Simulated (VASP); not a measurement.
## K7NaCl8: single point with PBE

The system is K7NaCl8.

```
Na Cl K
1.0
     8.05521    0.05240   -0.07491
     0.05240    8.14394    0.08667
    -0.07491    0.08667    8.13841
Na Cl K
1 8 7
Direct
  0.62278 0.37410 0.92101
  0.37385 0.49684 0.68645
  0.87393 0.53418 0.71063
  0.89817 0.84159 0.23381
  0.90417 0.38170 0.25301
  0.33915 0.88008 0.24328
  0.76341 0.11970 0.82404
  0.36471 0.36982 0.11720
  0.19047 0.89988 0.75420
  0.10148 0.66693 0.46251
  0.04806 0.20341 0.56329
  0.09525 0.63560 0.97792
  0.60259 0.11996 0.21570
  0.10428 0.08841 0.05451
  0.59053 0.61187 0.43466
  0.50686 0.82209 0.91511
```

```yaml
Program: VASP 6.6.1
Task: single point
Functional: PBE
Potentials_or_basis: VASP PAW PBE potentials, release 64 (Na_pv, Cl, K_sv)
Cutoff: 520 eV
k_mesh: 1 × 1 × 1
Occupations: fermi-dirac, width 0.0552 eV
Spin: no spin polarisation
Dipole_correction: no
Further_INCAR_settings: LREAL = Auto; ALGO = Normal; EDIFF = 1e-06; NBANDS = 77; ISYM = 0
```

```json
{"Pressure": "1.3 GPa", "Largest force": "0.993 eV/Å", "Band gap on the k mesh": "4.14 eV"}
```

Forces in eV/Å, atoms in the order of the input:
```
Na   0.025  0.525 -0.561
Cl   0.018 -0.134  0.148
Cl  -0.525  0.063  0.074
Cl  -0.910  0.338 -0.211
Cl  -0.280 -0.228 -0.061
Cl   0.415 -0.362  0.168
Cl  -0.146 -0.640  0.183
Cl   0.058  0.245  0.106
Cl   0.011  0.458 -0.292
K    0.308 -0.150  0.266
K   -0.074  0.064  0.158
K   -0.078 -0.412  0.279
K    0.684 -0.141  0.419
K   -0.398  0.519 -0.065
K    0.435 -0.022 -0.300
K    0.458 -0.123 -0.312
```

Stress tensor (GPa, compression positive):
```
 0.93 -0.32  0.01
-0.32  1.94 -0.62
 0.01 -0.62  0.88
```

Levels at points of the mesh, in eV from the valence-band top:
| k point | band 60 | band 61 | band 62 | band 63 | band 64 | band 65 | band 66 | band 67 |
| --- | --- | --- | --- | --- | --- | --- | --- | --- |
| (0.00, 0.00, 0.00) | -0.20 | -0.17 | -0.09 | 0.00 | 4.14 | 5.90 | 6.32 | 6.52 |

Wall time 49 s on 1 thread of Intel(R) Xeon(R) 6975P-C (Granite Rapids), with other jobs on the host, peak memory 0.5 GiB.

Caveat: the k points lie up to 0.78 Å⁻¹ apart.
